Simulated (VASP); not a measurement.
# Ge (I4/mmm) in VASP: a series of runs

Aim: see how the results for Ge move with the level of theory and the settings. Levels: PBE+D3(BJ), PBE+D4, PBEsol+D3(BJ), PBEsol+D4, RPBE+D3(BJ). Tasks: relaxation of cell and atoms.

All numbers are computed with VASP 6.6.1; they aren't measurements. Logs are shortened: lines on timing, memory, paths and dates and some standing lists are left out, and cuts for length are marked.

## 1. The cell of the first run

The structure is tetragonal, space group I4/mmm (No. 139). The conventional cell has a = 3.217 Å, b = 3.217 Å, c = 3.746 Å, α = 90.00°, β = 90.00°, γ = 90.00°. Ge (site symmetry 4/mmm) has 14 Ge at 2.95 to 3.75 Å within 3.9 Å.

## 2. Relaxation of cell and atoms, PBE+D3(BJ)

Contents of INCAR:

```
  ALGO = Normal
  EDIFF = 1E-7
  EDIFFG = -0.01
  ENCUT = 600
  GGA = PE
  IBRION = 2
  ISIF = 3
  ISMEAR = -1
  IVDW = 12
  LASPH = T
  LCHARG = F
  LREAL = F
  LWAVE = F
  NELM = 100
  NSW = 60
  PREC = Accurate
  SIGMA = 0.05
```

Contents of KPOINTS:

```
k-points
0
Gamma
  12 12 12
```

Contents of POSCAR:

```
Ge
1.0
   -1.6084200000      1.6084200000      1.8731800000
    1.6084200000     -1.6084200000      1.8731800000
    1.6084200000      1.6084200000     -1.8731800000
Ge
1
Direct
    0.5000000000      0.5000000000      0.0000000000
```

Potentials or basis: VASP PAW PBE potentials, release 64 (Ge_d).

Command:

```
$ cat potpaw_PBE.64/Ge_d/POTCAR > POTCAR
$ mpirun -np 1 vasp_std > vasp.out
```

OUTCAR:

```text
EDIFF = 1E-7
   EDIFFG = -0.01
   ENCUT = 600
   GGA = PE
   IBRION = 2
   ISIF = 3
   ISMEAR = -1
   IVDW = 12
   LASPH = T
   LREAL = F
   NELM = 100
   NSW = 60
   PREC = Accurate
 IVDW          = 12

 ion  position               nearest neighbor table
   1  0.500  0.500  0.000-

  LATTYP: Found a body centered tetragonal cell.
 ALAT       =     3.2168400000
 C/A-ratio  =     1.1646087465

  Lattice vectors:

 A1 = (  -1.6084200000,   1.6084200000,   1.8731800000)
 A2 = (   1.6084200000,  -1.6084200000,   1.8731800000)
 A3 = (   1.6084200000,   1.6084200000,  -1.8731800000)

Analysis of symmetry for initial positions (statically):
=====================================================================
 Subroutine PRICEL returns:
 Original cell was already a primitive cell.

 Routine SETGRP: Setting up the symmetry group for a
 body centered tetragonal supercell.

 Subroutine GETGRP returns: Found 16 space group operations
 (whereof 16 operations were pure point group operations)
 out of a pool of 16 trial point group operations.

The static configuration has the point symmetry D_4h.

Analysis of symmetry for dynamics (positions and initial velocities):
=====================================================================
 Subroutine PRICEL returns:
 Original cell was already a primitive cell.

 Routine SETGRP: Setting up the symmetry group for a
 body centered tetragonal supercell.

 Subroutine GETGRP returns: Found 16 space group operations
 (whereof 16 operations were pure point group operations)
 out of a pool of 16 trial point group operations.

The dynamic configuration has the point symmetry D_4h.

 Subroutine INISYM returns: Found 16 space group operations
 (whereof 16 operations are pure point group operations),
 and found     1 'primitive' translations

----------------------------------------------------------------------------------------

                                     Primitive cell

  volume of cell :      19.3838

  direct lattice vectors                    reciprocal lattice vectors
    -1.608420000  1.608420000  1.873180000     0.000000000  0.310864078  0.266925763
     1.608420000 -1.608420000  1.873180000     0.310864078  0.000000000  0.266925763
     1.608420000  1.608420000 -1.873180000     0.310864078  0.310864078  0.000000000

  length of vectors
     2.946664743  2.946664743  2.946664743     0.409738743  0.409738743  0.439628195

  position of ions in fractional coordinates (direct lattice)
     0.500000000  0.500000000  0.000000000

  ion indices of the primitive-cell ions
   primitive index   ion index
                 1           1

----------------------------------------------------------------------------------------

 KPOINTS: k-points

Automatic generation of k-mesh.
 Grid dimensions read from file:
 generate k-points for:   12   12   12

 Generating k-lattice:

  Cartesian coordinates                     Fractional coordinates (reciprocal lattice)
     0.000000000  0.025905340  0.022243814     0.083333333  0.000000000  0.000000000
     0.025905340  0.000000000  0.022243814     0.000000000  0.083333333  0.000000000
     0.025905340  0.025905340  0.000000000     0.000000000  0.000000000  0.083333333

  Length of vectors
     0.034144895  0.034144895  0.036635683

  Shift w.r.t. Gamma in fractional coordinates (k-lattice)
     0.000000000  0.000000000  0.000000000

 Subroutine IBZKPT returns following result:
 ===========================================

 Found    163 irreducible k-points:

 Following reciprocal coordinates:
            Coordinates               Weight
  0.000000  0.000000  0.000000      1.000000
  0.083333  0.000000 -0.000000      8.000000
  0.166667  0.000000  0.000000      8.000000
  0.250000 -0.000000  0.000000      8.000000
  0.333333 -0.000000  0.000000      8.000000
  0.416667 -0.000000  0.000000      8.000000
[... 16 lines left out ...]
  0.500000  0.166667  0.000000     16.000000
 -0.416667  0.166667 -0.000000     16.000000
 [... further k-points ...]
   k-points           NKPTS =    163   k-points in BZ     NKDIM =    163   number of bands    NBANDS=     11
   number of dos      NEDOS =    301   number of ions     NIONS =      1
   total plane-waves  NPLWV =  13824
   dimension x,y,z NGX =    24 NGY =   24 NGZ =   24
   dimension x,y,z NGXF=    48 NGYF=   48 NGZF=   48
   ions per type =               1
   NGX,Y,Z   is equivalent  to a cutoff of  13.54, 13.54, 13.54 a.u.
   NGXF,Y,Z  is equivalent  to a cutoff of  27.08, 27.08, 27.08 a.u.
 SYSTEM =  unknown system
   PREC   = accura    normal or accurate (medium, high low for compatibility)
   ISTART =      0    job   : 0-new  1-cont  2-samecut
   ICHARG =      2    charge: 1-file 2-atom 10-const
   ISPIN  =      1    spin polarized calculation?
   LNONCOLLINEAR =      F non collinear calculations
   LSORBIT =      F    spin-orbit coupling
   LASPH  =      T    aspherical Exc in radial PAW
   ENCUT  =  600.0 eV  44.10 Ry    6.64 a.u.   5.89  5.89  5.89*2*pi/ulx,y,z
   NELM   =    100;   NELMIN=  2; NELMDL= -5     # of ELM steps
   EDIFF  = 0.1E-06   stopping-criterion for ELM
   LREAL  =      F    real-space projection
   EDIFFG = -.1E-01   stopping-criterion for IOM
   NSW    =     60    number of steps for IOM
   IBRION =      2    ionic relax: 0-MD 1-quasi-New 2-CG
   NFREE  =      1    steps in history (QN), initial steepest desc. (CG)
   ISIF   =      3    stress and relaxation
   ISYM   =      2    0-nonsym 1-usesym 2-fastsym
   POTIM  = 0.5000    time-step for ionic-motion
   TEBEG  =    0.0;   TEEND  =   0.0 temperature during run
   PSTRESS=    0.0 pullay stress
   NELECT =      14.0000    total number of electrons
   NUPDOWN=      -1.0000    fix difference up-down
   EMIN   =  10.00;   EMAX   =-10.00  energy-range for DOS
   EFERMI =   0.00;   METHOD = LEGACY
   ISMEAR =    -1;   SIGMA  =   0.05  broadening in eV -4-tet -1-fermi 0-gaus
   EFERMI_NEDOS =   21; number of points for ismear=-14 and -15
   IALGO  =     38    algorithm
   IMIX   =      4    mixing-type and parameters
     AMIX     =   0.40;   BMIX     =  1.00
     AMIX_MAG =   1.60;   BMIX_MAG =  1.00
  volume/ion in A,a.u.               =      19.38       130.81
  Fermi-wavevector in a.u.,A,eV,Ry     =   1.468829  2.775685 29.354024  2.157460
  Thomas-Fermi vector in A             =   2.584280
   LORBIT       =      0    0 simple, 1 ext, 2 COOP (PROOUT), +10 PAW based schemes
   GGA     = PE    functional components
   LHFCALC =     F    Hartree Fock is set to
   AEXX    =    0.0000 exact exchange contribution
   IVDW    =    12    specifies the selected vdW correction
   LEPSILON=     F    determine dielectric tensor
   LRPA    =     F    only Hartree local field effects (RPA)
 conjugate gradient relaxation of ions
 non-spin polarized calculation
  energy-cutoff  :      600.00
  volume of cell :       19.38
 maximum number of plane-waves:       684
   NGX = 11   NGY = 11   NGZ = 11

--------------------------------------- Ionic step        1  -------------------------------------------

 number of electron      13.9999999 magnetization

 Free energy of the ion-electron system (eV)
  ---------------------------------------------------
  ext. energy  EPLUGINS =         0.00000000
  ---------------------------------------------------
  free energy    TOTEN  =        -4.18530917 eV

  energy without entropy =       -4.18137624  energy(sigma->0) =       -4.18334271

------------------------ aborting loop because EDIFF is reached ----------------------------------------

 Edisp (eV)   -0.34055

 E8    (eV) :    -0.1502

  FORCE on cell =-STRESS in cart. coord.  units (eV):
  Direction    XX          YY          ZZ          XY          YZ          ZX
  --------------------------------------------------------------------------------------
  -------------------------------------------------------------------------------------
  Total      -0.28648    -0.28648    -0.20278     0.00000     0.00000     0.00000
  in kB     -23.67955   -23.67955   -16.76106     0.00000     0.00000     0.00000
  external pressure =      -21.37 kB  Pullay stress =        0.00 kB
[... 94 lines left out ...]
  FREE ENERGIE OF THE ION-ELECTRON SYSTEM (eV)
  ---------------------------------------------------
  free  energy   TOTEN  =        -4.5307520268 eV

  energy  without entropy=       -4.5262113438  energy(sigma->0) =       -4.52848169

[... ionic steps 4 to 17 ...]

--------------------------------------- Ionic step       18  -------------------------------------------

 number of electron      13.9999993 magnetization

------------------------ aborting loop because EDIFF is reached ----------------------------------------

 Edisp (eV)   -0.35251

 E8    (eV) :    -0.1556
[... 67 lines left out ...]
  energy  without entropy=       -4.5292978869  energy(sigma->0) =       -4.53124236

--------------------------------------- Ionic step       20  -------------------------------------------

 number of electron      13.9999992 magnetization

 Free energy of the ion-electron system (eV)
  ---------------------------------------------------
  ext. energy  EPLUGINS =         0.00000000
  ---------------------------------------------------
  free energy    TOTEN  =        -4.17948424 eV

  energy without entropy =       -4.17560414  energy(sigma->0) =       -4.17754419

 E-fermi :   7.0316     XC(G=0): -11.3470

 val. band max:        7.0163563978   @ k =  -0.2500  -0.2500   0.0833
 cond. band min:       7.0519422232   @ k =   0.5000   0.5000   0.3333
 fundamental gap:      0.0355858254
 Fermi energy:         7.0315944207

 k-point     1 :       0.0000    0.0000    0.0000
  band No.  band energies     occupation
      1     -17.8435      2.00000
      2     -17.8435      2.00000
      3     -17.8112      2.00000
      4     -17.7977      2.00000
      5     -17.7527      2.00000
      6      -6.3521      2.00000
      7      15.8675      0.00000
      8      16.1186      0.00000
      9      16.1186      0.00000
     10      20.9513      0.00000
     11      20.9513      0.00000
[... 309 lines left out ...]
 k-point    24 :      -0.4167    0.1667   -0.0000
  band No.  band energies     occupation
      1     -17.8510      2.00000
      2     -17.8213      2.00000
      3     -17.7846      2.00000
      4     -17.7628      2.00000
      5     -17.7345      2.00000
      6      -2.6772      2.00000
      7       5.2596      2.00000
      8      10.1993      0.00000
      9      12.5111      0.00000
     10      17.0524      0.00000
     11      21.2468      0.00000

 [... further k-points ...]

------------------------ aborting loop because EDIFF is reached ----------------------------------------

 Edisp (eV)   -0.35370

 E8    (eV) :    -0.1561

  FORCE on cell =-STRESS in cart. coord.  units (eV):
  Direction    XX          YY          ZZ          XY          YZ          ZX
  --------------------------------------------------------------------------------------
  -------------------------------------------------------------------------------------
  Total       0.00068     0.00068     0.00912     0.00000     0.00000     0.00000
  in kB       0.05823     0.05823     0.78176     0.00000     0.00000     0.00000
  external pressure =        0.30 kB  Pullay stress =        0.00 kB
[... 16 lines left out ...]
  FREE ENERGIE OF THE ION-ELECTRON SYSTEM (eV)
  ---------------------------------------------------
  free  energy   TOTEN  =        -4.5331876428 eV

  energy  without entropy=       -4.5293075397  energy(sigma->0) =       -4.53124759

 reached required accuracy - stopping structural energy minimisation
```

Wall time 1.7 min (1 thread of Intel Xeon 6975P-C (Granite Rapids), shared host); peak memory 0.19 GiB.

Results:

| Property | Result |
| --- | --- |
| Free energy | -4.5332 eV |
| Relaxed volume | 18.68 Å³/atom |
| Relaxed cell | a = 2.925 Å, b = 2.925 Å, c = 2.925 Å, α = 115.59°, β = 115.59°, γ = 97.82° |
| Space group after relaxing (to 0.05 Å) | I4/mmm (No. 139) |
| Energy gained by relaxing | 7.3 meV/atom |
| Ionic steps | 20 |
| Pressure after relaxing | 0.0 GPa |
| Band gap on the k mesh | zero (band 7 reaches 15.87 eV, above the bottom of band 8 at 4.18 eV) |
| Dispersion energy per atom | -0.354 eV |

The path:
| step | energy change (eV) | largest force (eV/Å) | pressure (GPa) | volume (Å³) |
| --- | --- | --- | --- | --- |
| 1 | 0.0000 | 0.0000 | -2.14 | 19.38 |
| 2 | -0.0049 | 0.0000 | 0.04 | 18.67 |
| 3 | -0.0049 | 0.0000 | 0.09 | 18.67 |
| 4 | -0.0049 | 0.0000 | 0.01 | 18.69 |
| 5 | -0.0049 | 0.0000 | 0.07 | 18.70 |
| 6 | -0.0050 | 0.0000 | 0.16 | 18.71 |
| 7 | -0.0054 | 0.0000 | 0.01 | 18.73 |
| 8 | -0.0064 | 0.0000 | -0.24 | 18.77 |
| 9 | -0.0069 | 0.0000 | -0.71 | 18.84 |
| 10 | -0.0071 | 0.0000 | -0.57 | 18.82 |
| 11 | -0.0071 | 0.0000 | -0.36 | 18.80 |
| 12 | -0.0071 | 0.0000 | -0.44 | 18.81 |
| 13 | -0.0071 | 0.0000 | -0.49 | 18.81 |
| 14 | -0.0071 | 0.0000 | -0.45 | 18.80 |
| 15 | -0.0072 | 0.0000 | -0.46 | 18.79 |
| 16 | -0.0072 | 0.0000 | -0.38 | 18.78 |
| 17 | -0.0072 | 0.0000 | -0.32 | 18.77 |
| 18 | -0.0073 | 0.0000 | -0.25 | 18.74 |
| 19 | -0.0073 | 0.0000 | -0.07 | 18.69 |
| 20 | -0.0073 | 0.0000 | 0.03 | 18.68 |

Final structure:
```
CELL_PARAMETERS angstrom
-1.55869 1.55869 1.92230
1.55869 -1.55869 1.92230
1.55869 1.55869 -1.92230
ATOMIC_POSITIONS crystal
Ge 0.50000 0.50000 0.00000
```

Caveat: pairwise dispersion overbinds metals, which lowers pressure and volume.

(Part 1 of 3 ends here.)
